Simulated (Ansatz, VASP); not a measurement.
# One calculation of K, two programs

INCAR

```
SYSTEM = K
PREC = Accurate
ENCUT = 500
EDIFF = 1E-6
ISMEAR = 0
SIGMA = 0.1
LREAL = .False.
LASPH = .True.
NELM = 200
ALGO = Normal
ISIF = 2
LWAVE = .False.
LCHARG = .True.
MAGMOM = 0 0 0 0 0 0
LORBIT = 11
LSORBIT = .True.
GGA_COMPAT = .False.
LORBMOM = .True.
GGA = RP
IVDW = 13
LVHAR = .True.
NBANDS = 30
```

KPOINTS

```
Automatic mesh
0
Gamma
  1 1 1
  0 0 0
```

File POSCAR:

```
K
1.0
    2.1708437296     -3.6041285728      0.0000000000
    2.1708437296      3.6041285728      0.0000000000
    0.0000000000      0.0000000000      6.9558878654
K
2
Direct
    0.8206130200      0.1793869800      0.2500000000
    0.1793869800      0.8206130200      0.7500000000
```

Input for Ansatz:

```yaml
crystal:
  lattice:
    - [2.1708437296, -3.6041285728, 0.0]
    - [2.1708437296, 3.6041285728, 0.0]
    - [0.0, 0.0, 6.9558878654]
  atoms:
    - { symbol: K, position: [0.82061302, 0.17938698, 0.25] }
    - { symbol: K, position: [0.17938698, 0.82061302, 0.75] }
basis: {}
kpoints:
  mp_grid: { grid: [1, 1, 1] }
hamiltonian:
  xc: rpbe
  dispersion: d4
  pseudopotentials: { kind: paw, source: ansatz }
scf:
  occupations: { method: gaussian, width: 0.1 }
  mixing: { preconditioner: ldos }
  max_iter: 57
output:
  forces: true
  stress: true
  eigenvalues: true
magnetization:
  noncollinear: true
  spin_orbit: true
```

Alike in both runs: task single point; functional RPBE; dispersion D4; k mesh 1 × 1 × 1; occupations gaussian, width 0.1 eV; non-collinear spin, spin-orbit coupling.

|  | VASP | Ansatz |
| --- | --- | --- |
| version | VASP 6.6.1 | Ansatz 0.2.0 |
| potentials or method | VASP PAW PBE potentials, release 64 (K_sv) | plane waves, PAW (harder set) |
| plane-wave cutoff (eV) | 500 | 390 |
| valence electrons in the cell | 18 | 18 |

|  | VASP | Ansatz | Ansatz less VASP |
| --- | --- | --- | --- |
| pressure (GPa) | 0.9 | 0.9 | +0.03 |
| traceless stress, the component that is largest in VASP (GPa) | -1.81 | -1.81 | +0.003 |
| net moment per atom (μB) | 0.00 | 0.00 | 0.000 |

VASP's potentials were made for PBE, not for RPBE.

The k mesh is coarse, so the values compare programs but aren't converged.
